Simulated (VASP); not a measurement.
# Pb (P6_3/mmc) in VASP: single point with PBEsol

Aim: the single point of Pb with PBEsol.

All numbers are computed with VASP 6.6.1; they aren't measurements. Logs are shortened: lines on timing, memory, paths and dates and some standing lists are left out, and cuts for length are marked.

**1. The cell of the first run**

Symmetry: P6_3/mmc, No. 194, hexagonal system. The conventional cell has a = 3.311 Å, b = 3.311 Å, c = 5.524 Å, α = 90.00°, β = 90.00°, γ = 120.00°. Within 4.4 Å of Pb (site symmetry -6m2) lie 12 Pb at 3.31 to 3.36 Å.

This isn't the form of Pb at room conditions, which is fcc.

**2. Single point, PBEsol (26.22 Å³/atom)**

INCAR

```
  PREC = Accurate
  ENCUT = 520
  EDIFF = 1E-6
  ISMEAR = -1
  SIGMA = 0.05
  LREAL = F
  LASPH = T
  NELM = 100
  ALGO = Normal
  ISIF = 2
  LWAVE = F
  LCHARG = T
  GGA = PS
  LELF = T
  LVHAR = T
  NBANDS = 21
```

KPOINTS

```
regular mesh
0
Gamma
  14 14 8
```

POSCAR

```
Pb
1.0
    3.3108516651      0.0000000000      0.0000000000
   -1.6554258325      2.8672816501      0.0000000000
    0.0000000000      0.0000000000      5.5239228373
Pb
2
Direct
    0.3333333333      0.6666666667      0.2500000000
    0.6666666667      0.3333333333      0.7500000000
```

Potentials or basis: VASP PAW PBE potentials, release 64 (Pb_d).

On the command line:

```console
cat potpaw_PBE.64/Pb_d/POTCAR > POTCAR
mpirun -np 1 vasp_std > vasp.out
```

OUTCAR:

```text
PREC = Accurate
   ENCUT = 520
   EDIFF = 1E-6
   ISMEAR = -1
   LREAL = F
   LASPH = T
   NELM = 100
   ISIF = 2
   GGA = PS

 ion  position               nearest neighbor table
   1  0.333  0.667  0.250-   2 3.36   2 3.36   2 3.36   2 3.36   2 3.36   2 3.36
   2  0.667  0.333  0.750-   1 3.36   1 3.36   1 3.36   1 3.36   1 3.36   1 3.36

  LATTYP: Found a hexagonal cell.
 ALAT       =     3.3108516651
 C/A-ratio  =     1.6684295752

  Lattice vectors:

 A1 = (   3.3108516651,   0.0000000000,   0.0000000000)
 A2 = (  -1.6554258325,   2.8672816501,   0.0000000000)
 A3 = (   0.0000000000,   0.0000000000,   5.5239228373)

Analysis of symmetry for initial positions (statically):
=====================================================================
 Subroutine PRICEL returns:
 Original cell was already a primitive cell.

 Routine SETGRP: Setting up the symmetry group for a
 hexagonal supercell.

 Subroutine GETGRP returns: Found 24 space group operations
 (whereof 12 operations were pure point group operations)
 out of a pool of 24 trial point group operations.

The static configuration has the point symmetry D_3d.
 The point group associated with its full space group is D_6h.

Analysis of symmetry for dynamics (positions and initial velocities):
=====================================================================
 Subroutine PRICEL returns:
 Original cell was already a primitive cell.

 Routine SETGRP: Setting up the symmetry group for a
 hexagonal supercell.

 Subroutine GETGRP returns: Found 24 space group operations
 (whereof 12 operations were pure point group operations)
 out of a pool of 24 trial point group operations.

The dynamic configuration has the point symmetry D_3d.
 The point group associated with its full space group is D_6h.

 Subroutine INISYM returns: Found 24 space group operations
 (whereof 12 operations are pure point group operations),
 and found     1 'primitive' translations

----------------------------------------------------------------------------------------

                                     Primitive cell

  volume of cell :      52.4394

  direct lattice vectors                    reciprocal lattice vectors
     3.310851665  0.000000000  0.000000000     0.302037089  0.174381195  0.000000000
    -1.655425832  2.867281650  0.000000000     0.000000000  0.348762390  0.000000000
     0.000000000  0.000000000  5.523922837     0.000000000  0.000000000  0.181030769

  length of vectors
     3.310851665  3.310851665  5.523922837     0.348762390  0.348762390  0.181030769

  position of ions in fractional coordinates (direct lattice)
     0.333333333  0.666666667  0.250000000
     0.666666667  0.333333333  0.750000000

  ion indices of the primitive-cell ions
   primitive index   ion index
                 1           1
                 2           2

----------------------------------------------------------------------------------------

 KPOINTS: regular mesh

Automatic generation of k-mesh.
 Grid dimensions read from file:
 generate k-points for:   14   14    8

 Generating k-lattice:

  Cartesian coordinates                     Fractional coordinates (reciprocal lattice)
     0.021574078  0.012455800  0.000000000     0.071428571  0.000000000  0.000000000
     0.000000000  0.024911599  0.000000000     0.000000000  0.071428571  0.000000000
     0.000000000  0.000000000  0.022628846     0.000000000  0.000000000  0.125000000

  Length of vectors
     0.024911599  0.024911599  0.022628846

  Shift w.r.t. Gamma in fractional coordinates (k-lattice)
     0.000000000  0.000000000  0.000000000

 Subroutine IBZKPT returns following result:
 ===========================================

 Found    120 irreducible k-points:

 Following reciprocal coordinates:
            Coordinates               Weight
  0.000000  0.000000  0.000000      1.000000
  0.071429 -0.000000  0.000000      6.000000
  0.142857 -0.000000  0.000000      6.000000
  0.214286 -0.000000  0.000000      6.000000
  0.285714 -0.000000  0.000000      6.000000
  0.357143  0.000000  0.000000      6.000000
[... 16 lines left out ...]
  0.285714  0.285714  0.000000      6.000000
  0.357143  0.285714  0.000000      6.000000
 [... further k-points ...]
   k-points           NKPTS =    120   k-points in BZ     NKDIM =    120   number of bands    NBANDS=     21
   number of dos      NEDOS =    301   number of ions     NIONS =      2
   total plane-waves  NPLWV =  32928
   dimension x,y,z NGX =    28 NGY =   28 NGZ =   42
   dimension x,y,z NGXF=    56 NGYF=   56 NGZF=   84
   ions per type =               2
   NGX,Y,Z   is equivalent  to a cutoff of  14.06, 14.06, 12.64 a.u.
   NGXF,Y,Z  is equivalent  to a cutoff of  28.12, 28.12, 25.28 a.u.
 SYSTEM =  unknown system
   PREC   = accura    normal or accurate (medium, high low for compatibility)
   ISTART =      0    job   : 0-new  1-cont  2-samecut
   ICHARG =      2    charge: 1-file 2-atom 10-const
   ISPIN  =      1    spin polarized calculation?
   LNONCOLLINEAR =      F non collinear calculations
   LSORBIT =      F    spin-orbit coupling
   LASPH  =      T    aspherical Exc in radial PAW
   ENCUT  =  520.0 eV  38.22 Ry    6.18 a.u.   6.16  6.16 10.27*2*pi/ulx,y,z
   NELM   =    100;   NELMIN=  2; NELMDL= -5     # of ELM steps
   EDIFF  = 0.1E-05   stopping-criterion for ELM
   LREAL  =      F    real-space projection
   EDIFFG = 0.1E-04   stopping-criterion for IOM
   NSW    =      0    number of steps for IOM
   IBRION =     -1    ionic relax: 0-MD 1-quasi-New 2-CG
   NFREE  =      0    steps in history (QN), initial steepest desc. (CG)
   ISIF   =      2    stress and relaxation
   ISYM   =      2    0-nonsym 1-usesym 2-fastsym
   POTIM  = 0.5000    time-step for ionic-motion
   TEBEG  =    0.0;   TEEND  =   0.0 temperature during run
   PSTRESS=    0.0 pullay stress
   NELECT =      28.0000    total number of electrons
   NUPDOWN=      -1.0000    fix difference up-down
   EMIN   =  10.00;   EMAX   =-10.00  energy-range for DOS
   EFERMI =   0.00;   METHOD = LEGACY
   ISMEAR =    -1;   SIGMA  =   0.05  broadening in eV -4-tet -1-fermi 0-gaus
   EFERMI_NEDOS =   21; number of points for ismear=-14 and -15
   IALGO  =     38    algorithm
   IMIX   =      4    mixing-type and parameters
     AMIX     =   0.40;   BMIX     =  1.00
     AMIX_MAG =   1.60;   BMIX_MAG =  1.00
  volume/ion in A,a.u.               =      26.22       176.94
  Fermi-wavevector in a.u.,A,eV,Ry     =   1.328133  2.509808 23.999829  1.763938
  Thomas-Fermi vector in A             =   2.457393
   LORBIT       =      0    0 simple, 1 ext, 2 COOP (PROOUT), +10 PAW based schemes
   GGA     = PS    functional components
   LHFCALC =     F    Hartree Fock is set to
   AEXX    =    0.0000 exact exchange contribution
   IVDW    =     0    specifies the selected vdW correction
   LEPSILON=     F    determine dielectric tensor
   LRPA    =     F    only Hartree local field effects (RPA)
 non-spin polarized calculation
  energy-cutoff  :      520.00
  volume of cell :       52.44
 maximum number of plane-waves:      1428
 NGX is ok and might be reduce to    28
   NGX = 13   NGY = 13   NGZ = 21

 number of electron      28.0000000 magnetization

 Free energy of the ion-electron system (eV)
  ---------------------------------------------------
  ext. energy  EPLUGINS =         0.00000000
  ---------------------------------------------------
  free energy    TOTEN  =        -7.81514858 eV

  energy without entropy =       -7.80916117  energy(sigma->0) =       -7.81215487

 E-fermi :   8.8060     XC(G=0): -11.0622

 val. band max:        8.7993692795   @ k =   0.2857   0.2857   0.0000
 cond. band min:       8.8617923628   @ k =   0.2143   0.0714   0.0000
 fundamental gap:      0.0624230833
 Fermi energy:         8.8059677088

 k-point     1 :       0.0000    0.0000    0.0000
  band No.  band energies     occupation
      1      -8.3847      2.00000
      2      -8.3172      2.00000
      3      -8.2765      2.00000
      4      -8.2765      2.00000
      5      -8.2445      2.00000
      6      -8.2445      2.00000
[... 13 lines left out ...]
     20      18.6391      0.00000
     21      20.9406      0.00000

 k-point     2 :       0.0714   -0.0000    0.0000
  band No.  band energies     occupation
      1      -8.3745      2.00000
      2      -8.3197      2.00000
      3      -8.2664      2.00000
      4      -8.2570      2.00000
      5      -8.2435      2.00000
      6      -8.2257      2.00000
[... 13 lines left out ...]
     20      19.2006      0.00000
     21      20.2958      0.00000

 k-point     3 :       0.1429   -0.0000    0.0000
  band No.  band energies     occupation
      1      -8.3796      2.00000
      2      -8.3031      2.00000
      3      -8.2611      2.00000
      4      -8.2095      2.00000
      5      -8.2020      2.00000
      6      -8.1733      2.00000
[... 13 lines left out ...]
     20      19.2246      0.00000
     21      19.9660      0.00000

 k-point     4 :       0.2143   -0.0000    0.0000
  band No.  band energies     occupation
      1      -8.4194      2.00000
      2      -8.2876      2.00000
      3      -8.2415      2.00000
      4      -8.2215      2.00000
      5      -8.1856      2.00000
      6      -8.1356      2.00000
[... 13 lines left out ...]
     20      18.8486      0.00000
     21      19.6515      0.00000

 k-point     5 :       0.2857   -0.0000    0.0000
  band No.  band energies     occupation
      1      -8.4665      2.00000
      2      -8.3119      2.00000
      3      -8.2797      2.00000
      4      -8.2130      2.00000
      5      -8.1843      2.00000
      6      -8.0576      2.00000
[... 13 lines left out ...]
     20      18.4197      0.00000
     21      19.9877      0.00000
[... 382 lines left out ...]
     20      20.4979      0.00000
     21      22.1527      0.00000

 k-point    22 :       0.3571    0.2143    0.0000
  band No.  band energies     occupation
      1      -8.4071      2.00000
      2      -8.3678      2.00000
      3      -8.2314      2.00000
      4      -8.2304      2.00000
      5      -8.1461      2.00000
      6      -8.1007      2.00000
[... 13 lines left out ...]
     20      20.3695      0.00000
     21      23.1136      0.00000

 k-point    23 :       0.2857    0.2857    0.0000
  band No.  band energies     occupation
      1      -8.4098      2.00000
      2      -8.2666      2.00000
      3      -8.2660      2.00000
      4      -8.2236      2.00000
      5      -8.1511      2.00000
      6      -8.0799      2.00000
[... 13 lines left out ...]
     20      22.5520      0.00000
     21      22.6556      0.00000

 k-point    24 :       0.3571    0.2857    0.0000
  band No.  band energies     occupation
      1      -8.4190      2.00000
      2      -8.2665      2.00000
      3      -8.2072      2.00000
      4      -8.2029      2.00000
      5      -8.1721      2.00000
      6      -8.1114      2.00000
[... 13 lines left out ...]
     20      22.5328      0.00000
     21      23.7540      0.00000

 [... further k-points ...]

------------------------ aborting loop because EDIFF is reached ----------------------------------------

  FORCE on cell =-STRESS in cart. coord.  units (eV):
  Direction    XX          YY          ZZ          XY          YZ          ZX
  --------------------------------------------------------------------------------------
  -------------------------------------------------------------------------------------
  Total        2.7286598      2.7286598      2.7225664      0.0000000      0.0000000     -0.0000000
  in kB       83.3685597     83.3685597     83.1823865      0.0000000      0.0000000     -0.0000000
  external PRESSURE =      83.3065020 kB  Pullay stress =       0.0000000 kB

 VOLUME and BASIS-vectors are now :
 -----------------------------------------------------------------------------
  energy-cutoff  :      520.00
  volume of cell :       52.44
      direct lattice vectors                 reciprocal lattice vectors
     3.310851665  0.000000000  0.000000000     0.302037089  0.174381195  0.000000000
    -1.655425832  2.867281650  0.000000000     0.000000000  0.348762390  0.000000000
     0.000000000  0.000000000  5.523922837     0.000000000  0.000000000  0.181030769

 POSITION                                       TOTAL-FORCE (eV/Angst)
 -----------------------------------------------------------------------------------
     -0.00000      1.91152      1.38098        -0.000000      0.000000      0.000000
      1.65543      0.95576      4.14294         0.000000     -0.000000      0.000000
 -----------------------------------------------------------------------------------
    total drift:                               -0.000000      0.000000      0.000000

  FREE ENERGIE OF THE ION-ELECTRON SYSTEM (eV)
  ---------------------------------------------------
  free  energy   TOTEN  =        -7.8151485798 eV

  energy  without entropy=       -7.8091611687  energy(sigma->0) =       -7.81215487
```

Run time: 51 s. Hardware: 1 thread of AMD EPYC 9R45 (Zen 5), shared host; peak memory 0.21 GiB.

Results:

```yaml
Free_energy: -7.8151 eV
Pressure: 8.3 GPa
Band_gap_on_the_k_mesh: zero (bands 14 and 15 overlap by 8.78 eV)
```

Levels at points of the mesh, in eV from the Fermi level:
| k point | band 10 | band 11 | band 12 | band 13 | band 14 | band 15 | band 16 | band 17 | band 18 | band 19 |
| --- | --- | --- | --- | --- | --- | --- | --- | --- | --- | --- |
| (0.00, 0.00, 0.00) | -16.71 | -12.82 | -8.47 | -5.00 | 6.74 | 6.74 | 8.25 | 8.78 | 8.78 | 9.48 |
| (0.50, 0.00, 0.00) | -16.65 | -8.46 | -7.20 | -3.20 | -1.87 | -0.65 | 1.83 | 2.42 | 6.43 | 6.86 |
| (0.00, 0.00, 0.50) | -16.79 | -11.45 | -11.45 | 0.73 | 0.73 | 7.69 | 7.69 | 7.69 | 7.69 | 9.67 |
| (0.50, 0.00, 0.50) | -16.66 | -7.49 | -7.49 | -4.34 | -4.34 | 3.95 | 3.95 | 3.98 | 3.98 | 7.38 |

Caveat: the cell stands under pressure; the PAW data sets were made with another functional, which shifts forces and pressure a little; spin-orbit coupling is left out, which moves the levels of the heavy elements.

The gap in the log of VASP goes by the Fermi energy; the results here count the filled bands.